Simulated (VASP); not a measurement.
# Si (a cell with a defect) in VASP: further runs

Runs on Si (a cell with a defect). Level: PBE. Tasks: single point.

All numbers are computed with VASP 6.6.1; they aren't measurements. Logs are shortened: lines on timing, memory, paths and dates and some standing lists are left out, and cuts for length are marked.

## Step 1: The cell of the first run

The cell holds a defect, 31 atoms: a = 9.474 Å, b = 9.474 Å, c = 9.474 Å, α = 109.47°, β = 109.47°, γ = 109.47°.

## Step 2: Single point, PBE (atoms taken out, then relaxed in part)

Contents of INCAR:

```
SYSTEM = Si
PREC = Accurate
ENCUT = 520
EDIFF = 1E-6
ISMEAR = 0
SIGMA = 0.02
LREAL = Auto
LASPH = .True.
NELM = 60
ALGO = Normal
ISIF = 2
LWAVE = .False.
LCHARG = .False.
GGA = PE
NELECT = 126.0
NBANDS = 83
```

Contents of KPOINTS:

```
Automatic mesh
0
Gamma
  2 2 2
  0.5 0.5 0.5
```

Contents of POSCAR:

```
Si
1.0
    5.4700937585      5.4700937585     -5.4700937585
   -5.4700937585     -5.4700937585     -5.4700937585
   -5.4700937585      5.4700937585      5.4700937585
Si
31
Direct
    0.2500000000      0.0000000000      0.0285257498
    0.5020470505      0.7518292089      0.0018292089
    0.7497821584      0.4997821584     -0.0020470505
    0.7502178416      0.0000000000      0.4981707911
    0.0285257498      0.0000000000      0.2500000000
    0.2500000000      0.7785257498      0.2500000000
    0.4981707911      0.5002178416      0.2500000000
    0.7502178416      0.2481707911      0.2500000000
    0.0018292089      0.2520470505      0.0018292089
    0.4981707911      0.0000000000      0.7502178416
    0.7497821584      0.7479529495      0.7497821584
    0.0018292089      0.7518292089      0.5020470505
    0.2500000000      0.5002178416      0.4981707911
    0.4714742502      0.2214742502      0.4714742502
   -0.0020470505      0.4997821584      0.7497821584
    0.2500000000      0.2481707911      0.7502178416
    0.2500000000      0.2428888849      0.0008709536
    0.4928888849      0.0000000000      0.0008709536
    0.7579820687      0.7571111151      0.0071111151
    0.7420179313      0.2491290464      0.4991290464
    0.0008709536      0.2428888849      0.2500000000
    0.4928888849      0.7508709536      0.2500000000
    0.7500000000      0.5000000000      0.2500000000
    0.0071111151      0.5079820687      0.0071111151
    0.4991290464      0.2491290464      0.7420179313
    0.7500000000      0.0000000000      0.7500000000
    0.0008709536      0.0000000000      0.4928888849
    0.2500000000      0.7508709536      0.4928888849
    0.4991290464      0.4920179313      0.4991290464
    0.0071111151      0.7571111151      0.7579820687
    0.2500000000      0.5000000000      0.7500000000
```

Potentials or basis: VASP PAW PBE potentials, release 64 (Si).

Launch:

```bash
$ cat potpaw_PBE.64/Si/POTCAR > POTCAR
$ mpirun -np 1 vasp_std > vasp.out
```

OUTCAR:

```text
SYSTEM = Si
   PREC = Accurate
   ENCUT = 520
   EDIFF = 1E-6
   ISMEAR = 0
   LREAL = Auto
   LASPH = .True.
   NELM = 60
   ISIF = 2
   GGA = PE
   NELECT = 126.0

 ion  position               nearest neighbor table
   1  0.250  0.000  0.029-  17 2.40  18 2.40  30 2.40
   2  0.502  0.752  0.002-  18 2.38  22 2.38  31 2.39  19 2.39
   3  0.750  0.500  0.998-  19 2.38  24 2.38  23 2.39  25 2.39
   4  0.750  0.000  0.498-  20 2.38  22 2.38  26 2.39  27 2.39
   5  0.029  0.000  0.250-  21 2.40  27 2.40  19 2.40
   6  0.250  0.779  0.250-  22 2.40  28 2.40  24 2.40
   7  0.498  0.500  0.250-  17 2.38  29 2.38  23 2.39  22 2.39
   8  0.750  0.248  0.250-  18 2.38  20 2.38  23 2.39  21 2.39
   9  0.002  0.252  0.002-  17 2.38  21 2.38  26 2.39  24 2.39
  10  0.498  0.000  0.750-  25 2.38  28 2.38  26 2.39  18 2.39
  11  0.750  0.748  0.750-  19 2.38  30 2.38  26 2.39  29 2.39
  12  0.002  0.752  0.502-  27 2.38  28 2.38  23 2.39  30 2.39
  13  0.250  0.500  0.498-  21 2.38  29 2.38  31 2.39  28 2.39
  14  0.471  0.221  0.471-  20 2.40  25 2.40  29 2.40
  15  0.998  0.500  0.750-  24 2.38  30 2.38  31 2.39  20 2.39
  16  0.250  0.248  0.750-  25 2.38  27 2.38  31 2.39  17 2.39
  17  0.250  0.243  0.001-   7 2.38   9 2.38  16 2.39   1 2.40
  18  0.493  0.000  0.001-   8 2.38   2 2.38  10 2.39   1 2.40
  19  0.758  0.757  0.007-   3 2.38  11 2.38   2 2.39   5 2.40
  20  0.742  0.249  0.499-   4 2.38   8 2.38  15 2.39  14 2.40
[... 9 lines left out ...]
  30  0.007  0.757  0.758-  11 2.38  15 2.38  12 2.39   1 2.40
  31  0.250  0.500  0.750-  13 2.39  16 2.39   2 2.39  15 2.39

  LATTYP: Found a body centered cubic cell.
 ALAT       =    10.9401875170

  Lattice vectors:

 A1 = (   5.4700937585,   5.4700937585,  -5.4700937585)
 A2 = (  -5.4700937585,  -5.4700937585,  -5.4700937585)
 A3 = (  -5.4700937585,   5.4700937585,   5.4700937585)

Analysis of symmetry for initial positions (statically):
=====================================================================
 Subroutine PRICEL returns:
 Original cell was already a primitive cell.

 Routine SETGRP: Setting up the symmetry group for a
 body centered cubic supercell.

 Subroutine GETGRP returns: Found 24 space group operations
 (whereof  4 operations were pure point group operations)
 out of a pool of 48 trial point group operations.

The static configuration has the point symmetry C_2v.
 The point group associated with its full space group is T_d .

Analysis of symmetry for dynamics (positions and initial velocities):
=====================================================================
 Subroutine PRICEL returns:
 Original cell was already a primitive cell.

 Routine SETGRP: Setting up the symmetry group for a
 body centered cubic supercell.

 Subroutine GETGRP returns: Found 24 space group operations
 (whereof  4 operations were pure point group operations)
 out of a pool of 48 trial point group operations.

The dynamic configuration has the point symmetry C_2v.
 The point group associated with its full space group is T_d .

 Subroutine INISYM returns: Found 24 space group operations
 (whereof  4 operations are pure point group operations),
 and found     1 'primitive' translations

----------------------------------------------------------------------------------------

                                     Primitive cell

  volume of cell :     654.7030

  direct lattice vectors                    reciprocal lattice vectors
     5.470093759  5.470093759 -5.470093759     0.000000000  0.091406111 -0.091406111
    -5.470093759 -5.470093759 -5.470093759    -0.091406111  0.000000000 -0.091406111
    -5.470093759  5.470093759  5.470093759    -0.091406111  0.091406111  0.000000000

  length of vectors
     9.474480312  9.474480312  9.474480312     0.129267763  0.129267763  0.129267763

  position of ions in fractional coordinates (direct lattice)
     0.250000000  0.000000000  0.028525750
     0.502047051  0.751829209  0.001829209
     0.749782158  0.499782158  0.997952949
     0.750217842  0.000000000  0.498170791
     0.028525750  0.000000000  0.250000000
     0.250000000  0.778525750  0.250000000
[... 23 lines left out ...]
     0.007111115  0.757111115  0.757982069
     0.250000000  0.500000000  0.750000000

  ion indices of the primitive-cell ions
   primitive index   ion index
                 1           1
                 2           2
                 3           3
                 4           4
                 5           5
                 6           6
[... 23 lines left out ...]
                30          30
                31          31

----------------------------------------------------------------------------------------

 KPOINTS: Automatic mesh

Automatic generation of k-mesh.
 Grid dimensions read from file:
 generate k-points for:    2    2    2

 Generating k-lattice:

  Cartesian coordinates                     Fractional coordinates (reciprocal lattice)
     0.000000000  0.045703056 -0.045703056     0.500000000  0.000000000  0.000000000
    -0.045703056  0.000000000 -0.045703056     0.000000000  0.500000000  0.000000000
    -0.045703056  0.045703056  0.000000000     0.000000000  0.000000000  0.500000000

  Length of vectors
     0.064633881  0.064633881  0.064633881

  Shift w.r.t. Gamma in fractional coordinates (k-lattice)
     0.500000000  0.500000000  0.500000000

 Subroutine IBZKPT returns following result:
 ===========================================

 Found      2 irreducible k-points:

 Following reciprocal coordinates:
            Coordinates               Weight
  0.250000  0.250000  0.250000      2.000000
 -0.250000  0.250000  0.250000      6.000000
   k-points           NKPTS =      2   k-points in BZ     NKDIM =      2   number of bands    NBANDS=     83
   number of dos      NEDOS =    301   number of ions     NIONS =     31
   total plane-waves  NPLWV = 343000
   dimension x,y,z NGX =    70 NGY =   70 NGZ =   70
   dimension x,y,z NGXF=   140 NGYF=  140 NGZF=  140
   ions per type =              31
   NGX,Y,Z   is equivalent  to a cutoff of  12.28, 12.28, 12.28 a.u.
   NGXF,Y,Z  is equivalent  to a cutoff of  24.57, 24.57, 24.57 a.u.
 SYSTEM =  Si
   PREC   = accura    normal or accurate (medium, high low for compatibility)
   ISTART =      0    job   : 0-new  1-cont  2-samecut
   ICHARG =      2    charge: 1-file 2-atom 10-const
   ISPIN  =      1    spin polarized calculation?
   LNONCOLLINEAR =      F non collinear calculations
   LSORBIT =      F    spin-orbit coupling
   LASPH  =      T    aspherical Exc in radial PAW
   ENCUT  =  520.0 eV  38.22 Ry    6.18 a.u.  17.62 17.62 17.62*2*pi/ulx,y,z
   NELM   =     60;   NELMIN=  2; NELMDL= -5     # of ELM steps
   EDIFF  = 0.1E-05   stopping-criterion for ELM
   LREAL  =      T    real-space projection
   EDIFFG = 0.1E-04   stopping-criterion for IOM
   NSW    =      0    number of steps for IOM
   IBRION =     -1    ionic relax: 0-MD 1-quasi-New 2-CG
   NFREE  =      0    steps in history (QN), initial steepest desc. (CG)
   ISIF   =      2    stress and relaxation
   ISYM   =      2    0-nonsym 1-usesym 2-fastsym
   POTIM  = 0.5000    time-step for ionic-motion
   TEBEG  =    0.0;   TEEND  =   0.0 temperature during run
   PSTRESS=    0.0 pullay stress
   NELECT =     126.0000    total number of electrons
   NUPDOWN=      -1.0000    fix difference up-down
   EMIN   =  10.00;   EMAX   =-10.00  energy-range for DOS
   EFERMI =   0.00;   METHOD = LEGACY
   ISMEAR =     0;   SIGMA  =   0.02  broadening in eV -4-tet -1-fermi 0-gaus
   EFERMI_NEDOS =   21; number of points for ismear=-14 and -15
   IALGO  =     38    algorithm
   IMIX   =      4    mixing-type and parameters
     AMIX     =   0.40;   BMIX     =  1.00
     AMIX_MAG =   1.60;   BMIX_MAG =  1.00
  volume/ion in A,a.u.               =      21.12       142.52
  Fermi-wavevector in a.u.,A,eV,Ry     =   0.945185  1.786141 12.155106  0.893375
  Thomas-Fermi vector in A             =   2.073062
   LORBIT       =      0    0 simple, 1 ext, 2 COOP (PROOUT), +10 PAW based schemes
   GGA     = PE    functional components
   LHFCALC =     F    Hartree Fock is set to
   AEXX    =    0.0000 exact exchange contribution
   IVDW    =     0    specifies the selected vdW correction
   LEPSILON=     F    determine dielectric tensor
   LRPA    =     F    only Hartree local field effects (RPA)
 non-spin polarized calculation
 Gauss-broadening in eV      SIGMA  =   0.02
  energy-cutoff  :      520.00
  volume of cell :      654.70
 maximum number of plane-waves:     17628
 NGX is ok and might be reduce to    70
   NGX = 35   NGY = 35   NGZ = 35

 number of electron     126.0000007 magnetization

 Free energy of the ion-electron system (eV)
  ---------------------------------------------------
  ext. energy  EPLUGINS =         0.00000000
  ---------------------------------------------------
  free energy    TOTEN  =      -153.06879580 eV

  energy without entropy =     -153.05819552  energy(sigma->0) =     -153.06349566

 E-fermi :   5.5843     XC(G=0):  -9.2989

 val. band max:        5.5706008330   @ k =  -0.2500   0.2500   0.2500
 cond. band min:       5.7600246753   @ k =   0.2500   0.2500   0.2500
 fundamental gap:      0.1894238423
 Fermi energy:         5.5842804758

 k-point     1 :       0.2500    0.2500    0.2500
  band No.  band energies     occupation
      1      -5.6521      2.00000
      2      -5.6521      2.00000
      3      -5.6521      2.00000
      4      -5.3836      2.00000
      5      -3.8361      2.00000
      6      -3.8361      2.00000
[... 67 lines left out ...]
     74       7.0472      0.00000
     75       7.0472      0.00000

 k-point     2 :      -0.2500    0.2500    0.2500
  band No.  band energies     occupation
      1      -6.1096      2.00000
      2      -5.1622      2.00000
      3      -5.1016      2.00000
      4      -5.1016      2.00000
      5      -4.9517      2.00000
      6      -4.2903      2.00000
[... 67 lines left out ...]
     74       7.7386      0.00000
     75       7.7795      0.00000
 [bands above 75 left out]

------------------------ aborting loop because EDIFF is reached ----------------------------------------

  FORCE on cell =-STRESS in cart. coord.  units (eV):
  Direction    XX          YY          ZZ          XY          YZ          ZX
  --------------------------------------------------------------------------------------
  -------------------------------------------------------------------------------------
  Total        9.9327236      9.9327236      9.9327236      0.0000000     -0.0000000      0.0000000
  in kB       24.3071831     24.3071831     24.3071831      0.0000000     -0.0000000      0.0000000
  external PRESSURE =      24.3071831 kB  Pullay stress =       0.0000000 kB

 VOLUME and BASIS-vectors are now :
 -----------------------------------------------------------------------------
  energy-cutoff  :      520.00
  volume of cell :      654.70
      direct lattice vectors                 reciprocal lattice vectors
     5.470093759  5.470093759 -5.470093759     0.000000000  0.091406111 -0.091406111
    -5.470093759 -5.470093759 -5.470093759    -0.091406111  0.000000000 -0.091406111
    -5.470093759  5.470093759  5.470093759    -0.091406111  0.091406111  0.000000000

 POSITION                                       TOTAL-FORCE (eV/Angst)
 -----------------------------------------------------------------------------------
      1.21148      1.52356     -1.21148         0.004124     -0.004124     -0.004124
     -1.37634     -1.35633     -6.84881         0.001480     -0.002846      0.002846
     -4.09137      6.82642     -1.37634        -0.002846      0.002846      0.001480
      1.37872      6.82880     -1.37872        -0.002846      0.001480      0.002846
     -1.21148      1.52356      1.21148        -0.004124     -0.004124      0.004124
     -4.25861     -1.52356     -4.25861         0.004124      0.004124      0.004124
[... 23 lines left out ...]
     -8.24880      0.04366     -0.03413         0.002154     -0.002154      0.003102
     -5.47009      2.73505      0.00000         0.000000      0.000000     -0.000000
 -----------------------------------------------------------------------------------
    total drift:                                0.000000     -0.000000      0.000000

  FREE ENERGIE OF THE ION-ELECTRON SYSTEM (eV)
  ---------------------------------------------------
  free  energy   TOTEN  =      -153.0687958005 eV

  energy  without entropy=     -153.0581955229  energy(sigma->0) =     -153.06349566
```

It took 2 min on 1 thread of Intel Xeon 6975P-C (Granite Rapids), shared host; peak memory 0.64 GiB.

Results:

```
Free energy   : -153.0688 eV
Largest force : 0.007 eV/Å
```

Forces in eV/Å, atoms in the order of the input:
```
Si   0.004 -0.004 -0.004
Si   0.001 -0.003  0.003
Si  -0.003  0.003  0.001
Si  -0.003  0.001  0.003
Si  -0.004 -0.004  0.004
Si   0.004  0.004  0.004
Si   0.003  0.003 -0.001
Si  -0.003 -0.003 -0.001
Si   0.003 -0.001  0.003
Si   0.003  0.001 -0.003
Si  -0.003 -0.001 -0.003
Si   0.003 -0.003  0.001
Si  -0.001  0.003  0.003
Si  -0.004  0.004 -0.004
Si   0.001  0.003 -0.003
Si  -0.001 -0.003 -0.003
Si  -0.003 -0.002 -0.002
Si   0.002  0.003 -0.002
Si   0.003 -0.002  0.002
Si   0.003  0.002 -0.002
Si  -0.002 -0.002 -0.003
Si   0.002  0.002 -0.003
Si   0.000  0.000  0.000
Si   0.002 -0.003  0.002
Si  -0.002  0.002  0.003
Si   0.000  0.000  0.000
Si  -0.002  0.003  0.002
Si  -0.003  0.002  0.002
Si  -0.002 -0.003 -0.002
Si   0.002 -0.002  0.003
Si   0.000  0.000  0.000
```

Levels at points of the mesh, in eV from the Fermi level:
```
           k point  band 60  band 61  band 62  band 63  band 64  band 65
(0.25, 0.25, 0.25)    -0.92    -0.92     0.18     0.18     0.18     1.24
```

Caveat: the k points lie up to 0.41 Å⁻¹ apart; the cell carries a net charge on a neutralising background, which shifts energy and pressure; the cell differs from its parent crystal (atoms taken out, then relaxed in part); the cell is charged against a uniform background, so pressure and absolute levels hang on convention.

(Continued in part 2 of 2.)
